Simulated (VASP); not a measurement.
# Ge3H in VASP: single point with PBE

Aim: the single point of Ge3H with PBE.

Program: VASP 6.6.1. These are calculated values, not measurements. Logs are shortened: lines on timing, memory, paths and dates and some standing lists are left out, and cuts for length are marked.

### Step 1. The cell of the first run

The cell holds a wire or tube with vacuum around it, 16 atoms: a = 21.700 Å, b = 10.000 Å, c = 7.008 Å, α = 90.00°, β = 90.00°, γ = 90.00°.

### Step 2. Single point, PBE

The input, INCAR:

```
SYSTEM = Ge3H
ALGO     = Normal         ! electronic algorithm
EDIFF    = 1E-6           ! SCF threshold, eV
ENCUT    = 410            ! plane-wave cutoff, eV
GGA      = PE             ! functional
GGA_COMPAT= .False.      
ISIF     = 2              ! what is computed and relaxed
ISMEAR   = 0              ! smearing method
LASPH    = .True.         ! aspherical terms in the spheres
LCHARG   = .True.         ! write CHGCAR
LELF     = .True.         ! ELF
LREAL    = .False.        ! projectors in reciprocal space
LVHAR    = .True.       
LWAVE    = .False.        ! write WAVECAR
NBANDS   = 100            ! bands
NELM     = 120            ! most SCF steps
PREC     = Accurate       ! precision mode
SIGMA    = 0.05           ! smearing width, eV
```

The input, KPOINTS:

```
k-points
0
Gamma
  1 1 8
  0 0 0
```

The input, POSCAR:

```
Ge3H
1.0
   21.7000000000      0.0000000000      0.0000000000
    0.0000000000     10.0000000000      0.0000000000
    0.0000000000      0.0000000000      7.0080600155
Ge H
12 4
Direct
    0.7297059591      0.4657717561      0.3383383973
    0.5467887628      0.4662560120      0.3332805282
    0.6392218784      0.4650408237      0.8328091466
    0.3607781216      0.4650408237      0.3328091466
    0.4532112372      0.4662560120      0.8332805282
    0.2702940409      0.4657717561      0.8383383973
    0.6392218784      0.5349591763      0.1671908534
    0.7297059591      0.5342282439      0.6616616027
    0.4532112372      0.5337439880      0.1667194718
    0.5467887628      0.5337439880      0.6667194718
    0.2702940409      0.5342282439      0.1616616027
    0.3607781216      0.5349591763      0.6671908534
    0.7901817779      0.5062090027      0.2315401674
    0.2098182221      0.5062090027      0.7315401674
    0.7901817779      0.4937909973      0.7684598326
    0.2098182221      0.4937909973      0.2684598326
```

Potentials or basis: VASP PAW PBE potentials, release 64 (Ge_d, H).

Launch:

```
$ cat potpaw_PBE.64/Ge_d/POTCAR potpaw_PBE.64/H/POTCAR > POTCAR
$ mpirun -np 1 vasp_std > vasp.out
```

OUTCAR:

```text
SYSTEM = Ge3H
   EDIFF = 1E-6
   ENCUT = 410
   GGA = PE
   ISIF = 2
   ISMEAR = 0
   LASPH = .True.
   LREAL = .False.
   NELM = 120
   PREC = Accurate

 ion  position               nearest neighbor table
   1  0.730  0.466  0.338-  13 1.56   8 2.37   7 2.40
   2  0.547  0.466  0.333-   7 2.42  10 2.43   9 2.44
   3  0.639  0.465  0.833-   8 2.40  10 2.42   7 2.45
   4  0.361  0.465  0.333-  11 2.40   9 2.42  12 2.45
   5  0.453  0.466  0.833-  12 2.42   9 2.43  10 2.44
   6  0.270  0.466  0.838-  14 1.56  11 2.37  12 2.40
   7  0.639  0.535  0.167-   1 2.40   2 2.42   3 2.45
   8  0.730  0.534  0.662-  15 1.56   1 2.37   3 2.40
   9  0.453  0.534  0.167-   4 2.42   5 2.43   2 2.44
  10  0.547  0.534  0.667-   3 2.42   2 2.43   5 2.44
  11  0.270  0.534  0.162-  16 1.56   6 2.37   4 2.40
  12  0.361  0.535  0.667-   6 2.40   5 2.42   4 2.45
  13  0.790  0.506  0.232-   1 1.56
  14  0.210  0.506  0.732-   6 1.56
  15  0.790  0.494  0.768-   8 1.56
  16  0.210  0.494  0.268-  11 1.56

  LATTYP: Found a simple orthorhombic cell.
 ALAT       =     7.0080600155
 B/A-ratio  =     1.4269284193
 C/A-ratio  =     3.0964346698

  Lattice vectors:

 A1 = (   0.0000000000,   0.0000000000,  -7.0080600155)
 A2 = (   0.0000000000,  10.0000000000,   0.0000000000)
 A3 = (  21.7000000000,   0.0000000000,   0.0000000000)

Analysis of symmetry for initial positions (statically):
=====================================================================
 Subroutine PRICEL returns:
 Original cell was already a primitive cell.

 Routine SETGRP: Setting up the symmetry group for a
 simple orthorhombic supercell.

 Subroutine GETGRP returns: Found  4 space group operations
 (whereof  2 operations were pure point group operations)
 out of a pool of  8 trial point group operations.

The static configuration has the point symmetry C_2 .
 The point group associated with its full space group is C_2h.

Analysis of symmetry for dynamics (positions and initial velocities):
=====================================================================
 Subroutine PRICEL returns:
 Original cell was already a primitive cell.

 Routine SETGRP: Setting up the symmetry group for a
 simple orthorhombic supercell.

 Subroutine GETGRP returns: Found  4 space group operations
 (whereof  2 operations were pure point group operations)
 out of a pool of  8 trial point group operations.

The dynamic configuration has the point symmetry C_2 .
 The point group associated with its full space group is C_2h.

 Subroutine INISYM returns: Found  4 space group operations
 (whereof  2 operations are pure point group operations),
 and found     1 'primitive' translations

----------------------------------------------------------------------------------------

                                     Primitive cell

  volume of cell :    1520.7490

  direct lattice vectors                    reciprocal lattice vectors
    21.700000000  0.000000000  0.000000000     0.046082949  0.000000000  0.000000000
     0.000000000 10.000000000  0.000000000     0.000000000  0.100000000  0.000000000
     0.000000000  0.000000000  7.008060015     0.000000000  0.000000000  0.142692842

  length of vectors
    21.700000000 10.000000000  7.008060015     0.046082949  0.100000000  0.142692842

  position of ions in fractional coordinates (direct lattice)
     0.729705959  0.465771756  0.338338397
     0.546788763  0.466256012  0.333280528
     0.639221878  0.465040824  0.832809147
     0.360778122  0.465040824  0.332809147
     0.453211237  0.466256012  0.833280528
     0.270294041  0.465771756  0.838338397
[... 8 lines left out ...]
     0.790181778  0.493790997  0.768459833
     0.209818222  0.493790997  0.268459833

  ion indices of the primitive-cell ions
   primitive index   ion index
                 1           1
                 2           2
                 3           3
                 4           4
                 5           5
                 6           6
[... 8 lines left out ...]
                15          15
                16          16

----------------------------------------------------------------------------------------

 KPOINTS: k-points

Automatic generation of k-mesh.
 Grid dimensions read from file:
 generate k-points for:    1    1    8

 Generating k-lattice:

  Cartesian coordinates                     Fractional coordinates (reciprocal lattice)
     0.046082949  0.000000000  0.000000000     1.000000000  0.000000000  0.000000000
     0.000000000  0.100000000  0.000000000     0.000000000  1.000000000  0.000000000
     0.000000000  0.000000000  0.017836605     0.000000000  0.000000000  0.125000000

  Length of vectors
     0.046082949  0.100000000  0.017836605

  Shift w.r.t. Gamma in fractional coordinates (k-lattice)
     0.000000000  0.000000000  0.000000000

 Subroutine IBZKPT returns following result:
 ===========================================

 Found      5 irreducible k-points:

 Following reciprocal coordinates:
            Coordinates               Weight
  0.000000  0.000000  0.000000      1.000000
  0.000000  0.000000  0.125000      2.000000
  0.000000  0.000000  0.250000      2.000000
  0.000000  0.000000  0.375000      2.000000
  0.000000  0.000000  0.500000      1.000000
   k-points           NKPTS =      5   k-points in BZ     NKDIM =      5   number of bands    NBANDS=    100
   number of dos      NEDOS =    301   number of ions     NIONS =     16
   total plane-waves  NPLWV = 483840
   dimension x,y,z NGX =   144 NGY =   70 NGZ =   48
   dimension x,y,z NGXF=   288 NGYF=  140 NGZF=   96
   ions per type =              12   4
   NGX,Y,Z   is equivalent  to a cutoff of  11.03, 11.64, 11.39 a.u.
   NGXF,Y,Z  is equivalent  to a cutoff of  22.06, 23.27, 22.77 a.u.
 SYSTEM =  Ge3H
   PREC   = accura    normal or accurate (medium, high low for compatibility)
   ISTART =      0    job   : 0-new  1-cont  2-samecut
   ICHARG =      2    charge: 1-file 2-atom 10-const
   ISPIN  =      1    spin polarized calculation?
   LNONCOLLINEAR =      F non collinear calculations
   LSORBIT =      F    spin-orbit coupling
   LASPH  =      T    aspherical Exc in radial PAW
   ENCUT  =  410.0 eV  30.13 Ry    5.49 a.u.  35.83 16.51 11.57*2*pi/ulx,y,z
   NELM   =    120;   NELMIN=  2; NELMDL= -5     # of ELM steps
   EDIFF  = 0.1E-05   stopping-criterion for ELM
   LREAL  =      F    real-space projection
   EDIFFG = 0.1E-04   stopping-criterion for IOM
   NSW    =      0    number of steps for IOM
   IBRION =     -1    ionic relax: 0-MD 1-quasi-New 2-CG
   NFREE  =      0    steps in history (QN), initial steepest desc. (CG)
   ISIF   =      2    stress and relaxation
   ISYM   =      2    0-nonsym 1-usesym 2-fastsym
   POTIM  = 0.5000    time-step for ionic-motion
   TEBEG  =    0.0;   TEEND  =   0.0 temperature during run
   PSTRESS=    0.0 pullay stress
   NELECT =     172.0000    total number of electrons
   NUPDOWN=      -1.0000    fix difference up-down
   EMIN   =  10.00;   EMAX   =-10.00  energy-range for DOS
   EFERMI =   0.00;   METHOD = LEGACY
   ISMEAR =     0;   SIGMA  =   0.05  broadening in eV -4-tet -1-fermi 0-gaus
   EFERMI_NEDOS =   21; number of points for ismear=-14 and -15
   IALGO  =     38    algorithm
   IMIX   =      4    mixing-type and parameters
     AMIX     =   0.40;   BMIX     =  1.00
     AMIX_MAG =   1.60;   BMIX_MAG =  1.00
  volume/ion in A,a.u.               =      95.05       641.41
  Fermi-wavevector in a.u.,A,eV,Ry     =   0.791708  1.496112  8.528157  0.626802
  Thomas-Fermi vector in A             =   1.897302
   LORBIT       =      0    0 simple, 1 ext, 2 COOP (PROOUT), +10 PAW based schemes
   GGA     = PE    functional components
   LHFCALC =     F    Hartree Fock is set to
   AEXX    =    0.0000 exact exchange contribution
   IVDW    =     0    specifies the selected vdW correction
   LEPSILON=     F    determine dielectric tensor
   LRPA    =     F    only Hartree local field effects (RPA)
 non-spin polarized calculation
 Gauss-broadening in eV      SIGMA  =   0.05
  energy-cutoff  :      410.00
  volume of cell :     1520.75
 maximum number of plane-waves:     28695
 NGX is ok and might be reduce to   144
   NGX = 71   NGY = 33   NGZ = 23

 number of electron     172.0000011 magnetization

 Free energy of the ion-electron system (eV)
  ---------------------------------------------------
  ext. energy  EPLUGINS =         0.00000000
  ---------------------------------------------------
  free energy    TOTEN  =       -60.32402136 eV

  energy without entropy =      -60.32402136  energy(sigma->0) =      -60.32402136

 E-fermi :  -2.8127     XC(G=0):  -2.9419

 val. band max:       -3.0477558751   @ k =   0.0000   0.0000   0.0000
 cond. band min:      -2.5919212711   @ k =   0.0000   0.0000   0.0000
 fundamental gap:      0.4558346040
 Fermi energy:        -2.8127097096

 k-point     1 :       0.0000    0.0000    0.0000
  band No.  band energies     occupation
      1     -27.3499      2.00000
      2     -27.3438      2.00000
      3     -27.3313      2.00000
      4     -27.3238      2.00000
      5     -27.3193      2.00000
      6     -27.3161      2.00000
[... 90 lines left out ...]
     97       0.8644      0.00000
     98       0.8996      0.00000

 k-point     2 :       0.0000    0.0000    0.1250
  band No.  band energies     occupation
      1     -27.3485      2.00000
      2     -27.3429      2.00000
      3     -27.3301      2.00000
      4     -27.3246      2.00000
      5     -27.3199      2.00000
      6     -27.3168      2.00000
[... 90 lines left out ...]
     97       0.8495      0.00000
     98       1.1008      0.00000

 k-point     3 :       0.0000    0.0000    0.2500
  band No.  band energies     occupation
      1     -27.3447      2.00000
      2     -27.3404      2.00000
      3     -27.3268      2.00000
      4     -27.3260      2.00000
      5     -27.3215      2.00000
      6     -27.3183      2.00000
[... 90 lines left out ...]
     97       0.6157      0.00000
     98       0.6470      0.00000

 k-point     4 :       0.0000    0.0000    0.3750
  band No.  band energies     occupation
      1     -27.3398      2.00000
      2     -27.3375      2.00000
      3     -27.3263      2.00000
      4     -27.3236      2.00000
      5     -27.3226      2.00000
      6     -27.3197      2.00000
[... 90 lines left out ...]
     97      -0.0068      0.00000
     98       0.4155      0.00000

 k-point     5 :       0.0000    0.0000    0.5000
  band No.  band energies     occupation
      1     -27.3367      2.00000
      2     -27.3367      2.00000
      3     -27.3253      2.00000
      4     -27.3253      2.00000
      5     -27.3214      2.00000
      6     -27.3214      2.00000
[... 90 lines left out ...]
     97       0.0990      0.00000
     98       0.0990      0.00000
 [bands above 98 left out]

------------------------ aborting loop because EDIFF is reached ----------------------------------------

  FORCE on cell =-STRESS in cart. coord.  units (eV):
  Direction    XX          YY          ZZ          XY          YZ          ZX
  --------------------------------------------------------------------------------------
  -------------------------------------------------------------------------------------
  Total       -1.1418380     -0.7782426     -1.0024892      0.0000000      0.0012491      0.0000000
  in kB       -1.2029776     -0.8199135     -1.0561674      0.0000000      0.0013160      0.0000000
  external PRESSURE =      -1.0263528 kB  Pullay stress =       0.0000000 kB

 VOLUME and BASIS-vectors are now :
 -----------------------------------------------------------------------------
  energy-cutoff  :      410.00
  volume of cell :     1520.75
      direct lattice vectors                 reciprocal lattice vectors
    21.700000000  0.000000000  0.000000000     0.046082949  0.000000000  0.000000000
     0.000000000 10.000000000  0.000000000     0.000000000  0.100000000  0.000000000
     0.000000000  0.000000000  7.008060015     0.000000000  0.000000000  0.142692842

 POSITION                                       TOTAL-FORCE (eV/Angst)
 -----------------------------------------------------------------------------------
     15.83462      4.65772      2.37110         0.013094      0.019585     -0.008181
     11.86532      4.66256      2.33565        -0.001291     -0.000156      0.004132
     13.87111      4.65041      5.83638         0.004106     -0.002471      0.004078
      7.82889      4.65041      2.33235        -0.004106     -0.002471      0.004078
      9.83468      4.66256      5.83968         0.001291     -0.000156      0.004132
      5.86538      4.65772      5.87513        -0.013094      0.019585     -0.008181
[... 8 lines left out ...]
     17.14694      4.93791      5.38541        -0.026097      0.017673     -0.017400
      4.55306      4.93791      1.88138         0.026097      0.017673     -0.017400
 -----------------------------------------------------------------------------------
    total drift:                                0.000000      0.000000      0.000000

  FREE ENERGIE OF THE ION-ELECTRON SYSTEM (eV)
  ---------------------------------------------------
  free  energy   TOTEN  =       -60.3240213626 eV

  energy  without entropy=      -60.3240213626  energy(sigma->0) =      -60.32402136
```

It took 21 min on 1 thread of Intel Xeon Platinum 8259CL at 2.50GHz (Skylake/Cascade Lake), shared host; peak memory 1.1 GiB.

Results:

```yaml
Free_energy: -60.3240 eV
Largest_force: 0.036 eV/Å
Band_gap_on_the_k_mesh: 0.46 eV
```

Forces in eV/Å, atoms in the order of the input:
```
Ge   0.013  0.020 -0.008
Ge  -0.001  0.000  0.004
Ge   0.004 -0.002  0.004
Ge  -0.004 -0.002  0.004
Ge   0.001  0.000  0.004
Ge  -0.013  0.020 -0.008
Ge   0.004  0.002 -0.004
Ge   0.013 -0.020  0.008
Ge   0.001  0.000 -0.004
Ge  -0.001  0.000 -0.004
Ge  -0.013 -0.020  0.008
Ge  -0.004  0.002 -0.004
H   -0.026 -0.018  0.017
H    0.026 -0.018  0.017
H   -0.026  0.018 -0.017
H    0.026  0.018 -0.017
```
